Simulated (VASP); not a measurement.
# As (P6_3/mmc) in VASP: single point with PBE+D3(BJ)

Aim: the single point of As with PBE+D3(BJ).

All numbers are computed with VASP 6.6.1; they aren't measurements. Logs are shortened: lines on timing, memory, paths and dates and some standing lists are left out, and cuts for length are marked.

### Step 1. The cell of the first run

It takes space group P6_3/mmc (No. 194, hexagonal). The conventional cell has a = 3.619 Å, b = 3.619 Å, c = 9.500 Å, α = 90.00°, β = 90.00°, γ = 120.00°. As (site symmetry 3m) has 4 As at 2.50 to 3.38 Å within 3.4 Å.

This isn't the form of As at room conditions, which is rhombohedral.

### Step 2. Single point, PBE+D3(BJ)

Contents of INCAR:

```
SYSTEM = As
ALGO = Normal
EDIFF = 1E-6
ENCUT = 510
GGA = PE
GGA_COMPAT = .False.
ISIF = 2
ISMEAR = 0
IVDW = 12
LASPH = .True.
LCHARG = .False.
LREAL = .False.
LWAVE = .False.
NBANDS = 38
NELM = 120
PREC = Accurate
SIGMA = 0.1
```

Contents of KPOINTS:

```
k-points
0
Gamma
  6 6 2
  0 0 0
```

Contents of POSCAR:

```
As
1.0
    3.6193879704      0.0000000000      0.0000000000
   -1.8096939852      3.1344819285      0.0000000000
    0.0000000000      0.0000000000      9.5003666639
As
4
Direct
    0.3333333333      0.6666666667      0.4276444287
    0.3333333333      0.6666666667      0.0723555713
    0.6666666667      0.3333333333      0.9276444287
    0.6666666667      0.3333333333      0.5723555713
```

Potentials or basis: VASP PAW PBE potentials, release 64 (As_d).

Started as:

```sh
> cat potpaw_PBE.64/As_d/POTCAR > POTCAR
> mpirun -np 1 vasp_std > vasp.out
```

OUTCAR:

```text
SYSTEM = As
   EDIFF = 1E-6
   ENCUT = 510
   GGA = PE
   ISIF = 2
   ISMEAR = 0
   IVDW = 12
   LASPH = .True.
   LREAL = .False.
   NELM = 120
   PREC = Accurate
 IVDW          = 12

 ion  position               nearest neighbor table
   1  0.333  0.667  0.428-   4 2.50   4 2.50   4 2.50
   2  0.333  0.667  0.072-   3 2.50   3 2.50   3 2.50
   3  0.667  0.333  0.928-   2 2.50   2 2.50   2 2.50
   4  0.667  0.333  0.572-   1 2.50   1 2.50   1 2.50

  LATTYP: Found a hexagonal cell.
 ALAT       =     3.6193879704
 C/A-ratio  =     2.6248544620

  Lattice vectors:

 A1 = (   3.6193879704,   0.0000000000,   0.0000000000)
 A2 = (  -1.8096939852,   3.1344819285,   0.0000000000)
 A3 = (   0.0000000000,   0.0000000000,   9.5003666639)

Analysis of symmetry for initial positions (statically):
=====================================================================
 Subroutine PRICEL returns:
 Original cell was already a primitive cell.

 Routine SETGRP: Setting up the symmetry group for a
 hexagonal supercell.

 Subroutine GETGRP returns: Found 24 space group operations
 (whereof 12 operations were pure point group operations)
 out of a pool of 24 trial point group operations.

The static configuration has the point symmetry D_3d.
 The point group associated with its full space group is D_6h.

Analysis of symmetry for dynamics (positions and initial velocities):
=====================================================================
 Subroutine PRICEL returns:
 Original cell was already a primitive cell.

 Routine SETGRP: Setting up the symmetry group for a
 hexagonal supercell.

 Subroutine GETGRP returns: Found 24 space group operations
 (whereof 12 operations were pure point group operations)
 out of a pool of 24 trial point group operations.

The dynamic configuration has the point symmetry D_3d.
 The point group associated with its full space group is D_6h.

 Subroutine INISYM returns: Found 24 space group operations
 (whereof 12 operations are pure point group operations),
 and found     1 'primitive' translations

----------------------------------------------------------------------------------------

                                     Primitive cell

  volume of cell :     107.7808

  direct lattice vectors                    reciprocal lattice vectors
     3.619387970  0.000000000  0.000000000     0.276289806  0.159515994  0.000000000
    -1.809693985  3.134481929  0.000000000     0.000000000  0.319031988  0.000000000
     0.000000000  0.000000000  9.500366664     0.000000000  0.000000000  0.105259095

  length of vectors
     3.619387970  3.619387970  9.500366664     0.319031988  0.319031988  0.105259095

  position of ions in fractional coordinates (direct lattice)
     0.333333333  0.666666667  0.427644429
     0.333333333  0.666666667  0.072355571
     0.666666667  0.333333333  0.927644429
     0.666666667  0.333333333  0.572355571

  ion indices of the primitive-cell ions
   primitive index   ion index
                 1           1
                 2           2
                 3           3
                 4           4

----------------------------------------------------------------------------------------

 KPOINTS: k-points

Automatic generation of k-mesh.
 Grid dimensions read from file:
 generate k-points for:    6    6    2

 Generating k-lattice:

  Cartesian coordinates                     Fractional coordinates (reciprocal lattice)
     0.046048301  0.026585999  0.000000000     0.166666667  0.000000000  0.000000000
     0.000000000  0.053171998  0.000000000     0.000000000  0.166666667  0.000000000
     0.000000000  0.000000000  0.052629548     0.000000000  0.000000000  0.500000000

  Length of vectors
     0.053171998  0.053171998  0.052629548

  Shift w.r.t. Gamma in fractional coordinates (k-lattice)
     0.000000000  0.000000000  0.000000000

 Subroutine IBZKPT returns following result:
 ===========================================

 Found     14 irreducible k-points:

 Following reciprocal coordinates:
            Coordinates               Weight
  0.000000  0.000000  0.000000      1.000000
  0.166667  0.000000  0.000000      6.000000
  0.333333 -0.000000  0.000000      6.000000
  0.500000  0.000000  0.000000      3.000000
  0.166667  0.166667  0.000000      6.000000
  0.333333  0.166667  0.000000     12.000000
  0.333333  0.333333  0.000000      2.000000
  0.000000  0.000000  0.500000      1.000000
  0.166667  0.000000  0.500000      6.000000
  0.333333 -0.000000  0.500000      6.000000
  0.500000  0.000000  0.500000      3.000000
  0.166667  0.166667  0.500000      6.000000
  0.333333  0.166667  0.500000     12.000000
  0.333333  0.333333  0.500000      2.000000
   k-points           NKPTS =     14   k-points in BZ     NKDIM =     14   number of bands    NBANDS=     38
   number of dos      NEDOS =    301   number of ions     NIONS =      4
   total plane-waves  NPLWV =  54880
   dimension x,y,z NGX =    28 NGY =   28 NGZ =   70
   dimension x,y,z NGXF=    56 NGYF=   56 NGZF=  140
   ions per type =               4
   NGX,Y,Z   is equivalent  to a cutoff of  12.86, 12.86, 12.25 a.u.
   NGXF,Y,Z  is equivalent  to a cutoff of  25.72, 25.72, 24.50 a.u.
 SYSTEM =  As
   PREC   = accura    normal or accurate (medium, high low for compatibility)
   ISTART =      0    job   : 0-new  1-cont  2-samecut
   ICHARG =      2    charge: 1-file 2-atom 10-const
   ISPIN  =      1    spin polarized calculation?
   LNONCOLLINEAR =      F non collinear calculations
   LSORBIT =      F    spin-orbit coupling
   LASPH  =      T    aspherical Exc in radial PAW
   ENCUT  =  510.0 eV  37.48 Ry    6.12 a.u.   6.66  6.66 17.49*2*pi/ulx,y,z
   NELM   =    120;   NELMIN=  2; NELMDL= -5     # of ELM steps
   EDIFF  = 0.1E-05   stopping-criterion for ELM
   LREAL  =      F    real-space projection
   EDIFFG = 0.1E-04   stopping-criterion for IOM
   NSW    =      0    number of steps for IOM
   IBRION =     -1    ionic relax: 0-MD 1-quasi-New 2-CG
   NFREE  =      0    steps in history (QN), initial steepest desc. (CG)
   ISIF   =      2    stress and relaxation
   ISYM   =      2    0-nonsym 1-usesym 2-fastsym
   POTIM  = 0.5000    time-step for ionic-motion
   TEBEG  =    0.0;   TEEND  =   0.0 temperature during run
   PSTRESS=    0.0 pullay stress
   NELECT =      60.0000    total number of electrons
   NUPDOWN=      -1.0000    fix difference up-down
   EMIN   =  10.00;   EMAX   =-10.00  energy-range for DOS
   EFERMI =   0.00;   METHOD = LEGACY
   ISMEAR =     0;   SIGMA  =   0.10  broadening in eV -4-tet -1-fermi 0-gaus
   EFERMI_NEDOS =   21; number of points for ismear=-14 and -15
   IALGO  =     38    algorithm
   IMIX   =      4    mixing-type and parameters
     AMIX     =   0.40;   BMIX     =  1.00
     AMIX_MAG =   1.60;   BMIX_MAG =  1.00
  volume/ion in A,a.u.               =      26.95       181.84
  Fermi-wavevector in a.u.,A,eV,Ry     =   1.346723  2.544937 24.676367  1.813662
  Thomas-Fermi vector in A             =   2.474531
   LORBIT       =      0    0 simple, 1 ext, 2 COOP (PROOUT), +10 PAW based schemes
   GGA     = PE    functional components
   LHFCALC =     F    Hartree Fock is set to
   AEXX    =    0.0000 exact exchange contribution
   IVDW    =    12    specifies the selected vdW correction
   LEPSILON=     F    determine dielectric tensor
   LRPA    =     F    only Hartree local field effects (RPA)
 non-spin polarized calculation
 Gauss-broadening in eV      SIGMA  =   0.10
  energy-cutoff  :      510.00
  volume of cell :      107.78
 maximum number of plane-waves:      2878
 NGX is ok and might be reduce to    28
   NGX = 13   NGY = 13   NGZ = 35

 number of electron      59.9999995 magnetization

 Free energy of the ion-electron system (eV)
  ---------------------------------------------------
  ext. energy  EPLUGINS =         0.00000000
  ---------------------------------------------------
  free energy    TOTEN  =       -18.49126955 eV

  energy without entropy =      -18.48882452  energy(sigma->0) =      -18.49004704

 E-fermi :   2.4174     XC(G=0):  -9.2876

 val. band max:        2.0695184582   @ k =   0.3333  -0.0000   0.0000
 cond. band min:       2.4350982171   @ k =   0.3333   0.3333   0.0000
 fundamental gap:      0.3655797589
 Fermi energy:         2.4174083103

 k-point     1 :       0.0000    0.0000    0.0000
  band No.  band energies     occupation
      1     -33.9769      2.00000
      2     -33.9769      2.00000
      3     -33.9763      2.00000
      4     -33.9763      2.00000
      5     -33.9304      2.00000
      6     -33.9304      2.00000
[... 30 lines left out ...]
     37       9.0052      0.00000
     38       9.0964      0.00000

 k-point     2 :       0.1667    0.0000    0.0000
  band No.  band energies     occupation
      1     -33.9759      2.00000
      2     -33.9753      2.00000
      3     -33.9685      2.00000
      4     -33.9679      2.00000
      5     -33.9295      2.00000
      6     -33.9290      2.00000
[... 30 lines left out ...]
     37       8.4177      0.00000
     38       9.3805      0.00000

 k-point     3 :       0.3333   -0.0000    0.0000
  band No.  band energies     occupation
      1     -33.9737      2.00000
      2     -33.9731      2.00000
      3     -33.9471      2.00000
      4     -33.9466      2.00000
      5     -33.9278      2.00000
      6     -33.9267      2.00000
[... 30 lines left out ...]
     37       7.2984      0.00000
     38       9.4466      0.00000

 k-point     4 :       0.5000    0.0000    0.0000
  band No.  band energies     occupation
      1     -33.9725      2.00000
      2     -33.9720      2.00000
      3     -33.9356      2.00000
      4     -33.9353      2.00000
      5     -33.9195      2.00000
      6     -33.9179      2.00000
[... 30 lines left out ...]
     37       6.4433      0.00000
     38       9.5740      0.00000
[... 293 lines left out ...]
      4     -33.9525      2.00000
      5     -33.9259      2.00000
      6     -33.9259      2.00000
[... 30 lines left out ...]
     37       8.1570      0.00000
     38       8.1570      0.00000

 k-point    13 :       0.3333    0.1667    0.5000
  band No.  band energies     occupation
      1     -33.9725      2.00000
      2     -33.9725      2.00000
      3     -33.9307      2.00000
      4     -33.9307      2.00000
      5     -33.9199      2.00000
      6     -33.9199      2.00000
[... 30 lines left out ...]
     37       8.4077      0.00000
     38       8.4077      0.00000

 k-point    14 :       0.3333    0.3333    0.5000
  band No.  band energies     occupation
      1     -33.9722      2.00000
      2     -33.9722      2.00000
      3     -33.9118      2.00000
      4     -33.9118      2.00000
      5     -33.9102      2.00000
      6     -33.9102      2.00000
[... 30 lines left out ...]
     37       9.8283      0.00000
     38       9.8339      0.00000

------------------------ aborting loop because EDIFF is reached ----------------------------------------

 Edisp (eV)   -1.29437

 E8    (eV) :    -0.5415

  FORCE on cell =-STRESS in cart. coord.  units (eV):
  Direction    XX          YY          ZZ          XY          YZ          ZX
  --------------------------------------------------------------------------------------
  -------------------------------------------------------------------------------------
  Total      -0.26520    -0.26520    -0.01024     0.00000     0.00000     0.00000
  in kB      -3.94221    -3.94221    -0.15222     0.00000     0.00000     0.00000
  external pressure =       -2.68 kB  Pullay stress =        0.00 kB

 VOLUME and BASIS-vectors are now :
 -----------------------------------------------------------------------------
  energy-cutoff  :      510.00
  volume of cell :      107.78
      direct lattice vectors                 reciprocal lattice vectors
     3.619387970  0.000000000  0.000000000     0.276289806  0.159515994  0.000000000
    -1.809693985  3.134481929  0.000000000     0.000000000  0.319031988  0.000000000
     0.000000000  0.000000000  9.500366664     0.000000000  0.000000000  0.105259095

 POSITION                                       TOTAL-FORCE (eV/Angst)
 -----------------------------------------------------------------------------------
     -0.00000      2.08965      4.06278        -0.000000     -0.000000      0.011738
     -0.00000      2.08965      0.68740        -0.000000      0.000000     -0.011738
      1.80969      1.04483      8.81296         0.000000     -0.000000      0.011738
      1.80969      1.04483      5.43759         0.000000      0.000000     -0.011738
 -----------------------------------------------------------------------------------
    total drift:                               -0.000000      0.000000     -0.000000

  FREE ENERGIE OF THE ION-ELECTRON SYSTEM (eV)
  ---------------------------------------------------
  free  energy   TOTEN  =       -19.7856442182 eV

  energy  without entropy=      -19.7831991855  energy(sigma->0) =      -19.78442170
```

Wall time 31 s (1 thread of Intel Xeon Platinum 8488C (Sapphire Rapids), shared host); peak memory 0.23 GiB.

Results:

```
Free energy                : -19.7856 eV
Pressure                   : -0.3 GPa
Largest force              : 0.012 eV/Å
Band gap on the k mesh     : zero (bands 30 and 31 overlap by 0.61 eV)
Dispersion energy per atom : -0.324 eV
```

Forces on the atoms (eV/Å):
```
As   0.000  0.000  0.012
As   0.000  0.000 -0.012
As   0.000  0.000  0.012
As   0.000  0.000 -0.012
```

Stress tensor (GPa, compression positive):
```
-0.39  0.00  0.00
 0.00 -0.39  0.00
 0.00  0.00 -0.02
```

The gap in the log of VASP goes by the Fermi energy; the results here count the filled bands.